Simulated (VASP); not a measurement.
## ZrPdSe4: single point with PBE

ZrPdSe4:

```
Zr Pd Se
1.0
     4.92781    0.00000    0.00000
    -2.46391    4.26761    0.00000
     0.00000    0.00000    5.74592
Zr Pd Se
1 1 4
Direct
  0.00000 0.00000 0.50000
  0.00000 0.00000 0.00000
  0.66667 0.33333 0.27487
  0.33333 0.66667 0.72513
  0.33333 0.66667 0.27487
  0.66667 0.33333 0.72513
```

* Program: VASP 6.6.1
* Task: single point
* Functional: PBE
* Potentials or basis: VASP PAW PBE potentials, release 64 (Zr_sv, Pd, Se)
* Cutoff: 520 eV
* k mesh: 6 × 6 × 4
* Occupations: gaussian, width 0.1 eV
* Spin: collinear spin, ferromagnetic start
* Starting moments: [0.0, 1.0, 0.0, 0.0, 0.0, 0.0] μB
* Dipole correction: no
* Further INCAR settings: ALGO = Normal; EDIFF = 1e-06; NBANDS = 36

```
Pressure                                              : 0.1 GPa
Largest force                                         : 0.023 eV/Å
Band gap on the k mesh                                : zero (filled and empty bands overlap)
Net moment                                            : 0.01 μB per cell
Valence electrons inside the program's atomic spheres : Zr 9.57; Pd 9.21; Se 3.72
```

Forces on the atoms (eV/Å):
```
Zr   0.000  0.000  0.000
Pd   0.000  0.000  0.000
Se   0.000  0.000 -0.023
Se   0.000  0.000  0.023
Se   0.000  0.000 -0.023
Se   0.000  0.000  0.023
```

Stress tensor (GPa, compression positive):
```
 0.14  0.00  0.00
 0.00  0.14  0.00
 0.00  0.00 -0.05
```

Levels at points of the mesh, in eV from the Fermi level:
Spin up:
```tsv
k point	band 19	band 20	band 21	band 22	band 23	band 24	band 25	band 26	band 27	band 28
(0.00, 0.00, 0.00)	-2.34	-1.60	-1.60	-0.03	-0.03	0.68	1.41	1.83	1.83	2.90
(0.50, 0.00, 0.00)	-1.37	-1.34	-0.87	-0.08	0.17	1.33	1.55	1.57	2.02	2.76
(0.00, 0.00, 0.50)	-1.89	-1.89	-1.06	-1.06	-0.48	-0.48	0.29	0.55	2.12	2.15
(0.50, 0.00, 0.50)	-1.81	-1.71	-1.48	-0.80	-0.52	-0.18	0.11	1.30	1.54	1.61
```
Spin down:
```
           k point  band 19  band 20  band 21  band 22  band 23  band 24  band 25  band 26  band 27  band 28
(0.00, 0.00, 0.00)    -2.34    -1.60    -1.60    -0.03    -0.03     0.68     1.41     1.83     1.83     2.91
(0.50, 0.00, 0.00)    -1.37    -1.34    -0.87    -0.07     0.17     1.34     1.55     1.57     2.03     2.76
(0.00, 0.00, 0.50)    -1.89    -1.89    -1.06    -1.06    -0.48    -0.48     0.31     0.55     2.12     2.15
(0.50, 0.00, 0.50)    -1.81    -1.71    -1.48    -0.80    -0.51    -0.18     0.12     1.31     1.54     1.61
```

It took 3.5 min on 1 thread of Intel(R) Xeon(R) Platinum 8259CL CPU @ 2.50GHz (Skylake/Cascade Lake), with other jobs on the host, peak memory 0.4 GiB.
